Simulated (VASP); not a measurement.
Write the native input for VASP 6.6.1 that does the following.

| Item | Value |
| --- | --- |
| Task | single point |
| Functional | LDA |
| Potentials or basis | VASP PAW LDA potentials, release 64 (Zr_sv, O) |
| Cutoff | 600 eV |
| k mesh | 8 × 8 × 8 |
| Occupations | gaussian, width 0.02 eV |
| Spin | no spin polarisation |
| Dipole correction | no |
| Further INCAR settings | ALGO = Normal; EDIFF = 1e-06; NBANDS = 19 |

The structure of ZrO2 lies in POSCAR:

```
ZrO2
1.0
    0.0000000000      2.5132362046      2.5132362046
    2.5132362046      0.0000000000      2.5132362046
    2.5132362046      2.5132362046      0.0000000000
Zr O
1 2
Direct
    0.0000000000      0.0000000000      0.0000000000
    0.2500000000      0.2500000000      0.2500000000
    0.7500000000      0.7500000000      0.7500000000
```

One way to write it, as run:

INCAR

```
SYSTEM = ZrO2
  ALGO = Normal
  EDIFF = 1E-6
  ENCUT = 600
  GGA = CA
  GGA_COMPAT = .False.
  ISIF = 2
  ISMEAR = 0
  LASPH = .True.
  LCHARG = .False.
  LREAL = .False.
  LWAVE = .False.
  NBANDS = 19
  NELM = 120
  PREC = Accurate
  SIGMA = 0.02
```

KPOINTS

```
k-points
0
Gamma
  8 8 8
  0 0 0
```

Potentials or basis: VASP PAW LDA potentials, release 64 (Zr_sv, O).

The run is started by

```console
$ cat potpaw_LDA.64/Zr_sv/POTCAR potpaw_LDA.64/O/POTCAR > POTCAR
$ mpirun -np 1 vasp_std > vasp.out
```

Results of the run:

The pressure is 0.6 GPa. The band gap on the k mesh is 3.33 eV (least direct gap 3.79 eV).

It took 11 s on 1 thread of Intel(R) Xeon(R) Platinum 8488C (Sapphire Rapids), on a shared host, peak memory 0.15 GiB.
